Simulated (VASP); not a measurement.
A run of VASP 6.6.1 is set up as follows.

The input INCAR:

```
SYSTEM = Hf8O13
PREC     = Accurate       ! precision mode
ENCUT    = 520            ! plane-wave cutoff, eV
EDIFF    = 1E-7           ! SCF threshold, eV
ISMEAR   = 0              ! smearing method
SIGMA    = 0.1            ! smearing width, eV
LREAL    = Auto         
LASPH    = .TRUE.         ! aspherical terms in the spheres
NELM     = 60             ! most SCF steps
ALGO     = Normal         ! electronic algorithm
ISIF     = 2              ! what is computed and relaxed
LWAVE    = .FALSE.        ! write WAVECAR
LCHARG   = .FALSE.        ! write CHGCAR
GGA      = PE             ! functional
ISYM     = 0            
NBANDS   = 95             ! bands
```

KPOINTS

```
Automatic mesh
0
Gamma
  2 2 2
  0.5 0.5 0.5
```

File POSCAR:

```
Hf8O13
1.0
   -5.2149418663      5.0717278024      0.1497386910
   -5.2021429638      0.1625375935      5.0558668904
   -0.0278318658      5.1936346276      5.1905726181
Hf O
8 13
Direct
    0.0039016637      0.0094021352      0.4827767636
    0.5210091104     -0.0068980871      0.4898194085
    0.9990791446      0.4961072255      0.4951391333
    1.0014114972      0.9983019148     -0.0116913611
    0.5060490344      0.4999788558      0.4858425700
    0.4884444345     -0.0108757033     -0.0083517629
   -0.0126012537      0.4885834800      0.9774249168
    0.5019274459      0.5042324734      0.9816371422
    0.4024656099      0.9113582370      0.3354601253
    0.9028338966      0.4066518910      0.3275104658
    0.8414248926      0.8451580862      0.9373536246
    0.3902227602      0.8939612594      0.8430598950
    0.3502949880      0.3455931259      0.9274588969
    0.5940199169      0.5916784847      0.1455076616
    0.1590930251      0.6524181140      0.1714042400
    0.6617288642      0.1647637739      0.1540726371
    0.6085173192      0.5894308382      0.6399248485
    0.0912428123      0.1004683571      0.1411267965
    0.1495732800      0.6521471798      0.6098544384
    0.6482261579      0.1427408151      0.5998611422
    0.0571545116      0.1229076653      0.6525874074
```

Potentials or basis: VASP PAW PBE potentials, release 64 (Hf_pv, O).

The run is started by

```bash
$ cat potpaw_PBE.64/Hf_pv/POTCAR potpaw_PBE.64/O/POTCAR > POTCAR
$ mpirun -np 1 vasp_std > vasp.out
```

Problem. Estimate the band gap on the k mesh.

Solution. 0.68 eV (least direct gap 0.74 eV).

Problem. Estimate the pressure.

Solution. -2.6 GPa.

Problem. What does it give for the largest force?

Solution. 0.169 eV/Å.

Stress tensor (GPa, compression positive):
```
-2.49 -0.17 -0.08
-0.17 -2.67  0.12
-0.08  0.12 -2.69
```

Caveat: spin-orbit coupling is left out, which moves the levels of the heavy elements; a shifted mesh leaves out Γ, where band edges can lie. A k mesh can miss the band edges.
